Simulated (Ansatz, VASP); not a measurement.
ZnS: VASP beside Ansatz

INCAR

```
SYSTEM = ZnS
PREC     = Accurate       ! precision mode
ENCUT    = 520            ! plane-wave cutoff, eV
EDIFF    = 1E-7           ! SCF threshold, eV
ISMEAR   = 0              ! smearing method
SIGMA    = 0.05           ! smearing width, eV
LREAL    = .FALSE.        ! projectors in reciprocal space
LASPH    = .TRUE.         ! aspherical terms in the spheres
NELM     = 80             ! most SCF steps
ALGO     = Normal         ! electronic algorithm
ISIF     = 2              ! what is computed and relaxed
LWAVE    = .FALSE.        ! write WAVECAR
LCHARG   = .FALSE.        ! write CHGCAR
GGA      = PE             ! functional
NBANDS   = 26             ! bands
```

File KPOINTS:

```
regular mesh
0
G
  9 9 4
  0 0 0
```

POSCAR

```
ZnS
1.0
    3.8455587367      0.0000000000      0.0000000000
   -1.9227793683      3.3303515577      0.0000000000
    0.0000000000      0.0000000000      6.3037246770
Zn S
2 2
Direct
    0.3333333333      0.6666666667      0.0052003725
    0.6666666667      0.3333333333      0.5052003725
    0.3333333333      0.6666666667      0.3533549446
    0.6666666667      0.3333333333      0.8533549446
```

Input for Ansatz:

```yaml
crystal:
  lattice:
    - [3.8455587367, 0.0, 0.0]
    - [-1.9227793683, 3.3303515577, 0.0]
    - [0.0, 0.0, 6.303724677]
  atoms:
    - { symbol: Zn, position: [0.3333333333, 0.6666666667, 0.0052003725] }
    - { symbol: Zn, position: [0.6666666667, 0.3333333333, 0.5052003725] }
    - { symbol: S, position: [0.3333333333, 0.6666666667, 0.3533549446] }
    - { symbol: S, position: [0.6666666667, 0.3333333333, 0.8533549446] }
basis:
  ecutwfc: 520.0
kpoints:
  mp_grid: { grid: [9, 9, 4] }
hamiltonian:
  xc: pbe
scf:
  occupations: { method: gaussian, width: 0.05 }
output:
  forces: true
  stress: true
  eigenvalues: true
  write_density: true
  write_potential: true
  elf: true
  volumetric_format: npy
```

Alike in both runs: task single point; functional PBE; k mesh 9 × 9 × 4; occupations gaussian, width 0.05 eV; no spin polarisation.

```csv
,VASP,Ansatz
version,VASP 6.6.1,Ansatz 0.2.0
potentials or method,"VASP PAW PBE potentials, release 64 (Zn, S), cutoff 520 eV","scalar-relativistic, plane waves, PAW"
valence electrons in the cell,36,36
```

```tsv
	VASP	Ansatz	Ansatz less VASP
gap on the k mesh at the Fermi level (eV)	2.00	1.99	-0.004
least direct gap on the mesh (eV)	2.00	1.99	-0.004
pressure (GPa)	1.1	1.0	-0.15
traceless stress, the component that is largest in VASP (GPa)	5.54	5.48	-0.055
rms of the force components (eV/Å)	0.743	0.740	-0.0037
```

Atom by atom the forces differ by 0.004 eV/Å (rms over components).
